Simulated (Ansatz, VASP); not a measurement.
# One calculation of As, two programs

```xyz
3
Lattice="4.8741 0.0000 0.0000 -2.4371 4.2211 0.0000 0.0000 0.0000 2.8419" Properties=species:S:1:pos:R:3 pbc="T T T"
As    2.4371    4.2211    0.0000
As    0.0000    2.8141    1.4209
As    2.4371    1.4070    1.4209
```

Alike in both runs: task single point; functional revPBE; k mesh 9 × 9 × 12; occupations fermi-dirac, width 0.1 eV; no spin polarisation.

|  | VASP | Ansatz |
| --- | --- | --- |
| version | VASP 6.6.1 | Ansatz 0.2.0 |
| potentials or method | VASP PAW PBE potentials, release 64 (As), cutoff 520 eV | plane waves (420 eV) with PAW, scalar-relativistic |
| valence electrons in the cell | 15 | 45 |

|  | VASP | Ansatz | Ansatz less VASP |
| --- | --- | --- | --- |
| pressure (GPa) | 0.2 | 0.2 | -0.02 |
| traceless stress, the component that is largest in VASP (GPa) | 0.84 | 0.82 | -0.014 |

VASP's potentials were made for PBE, not for revPBE. VASP's potentials hold 15 valence electrons a cell and Ansatz's 45, so a difference there can come from the potentials and not from the codes.
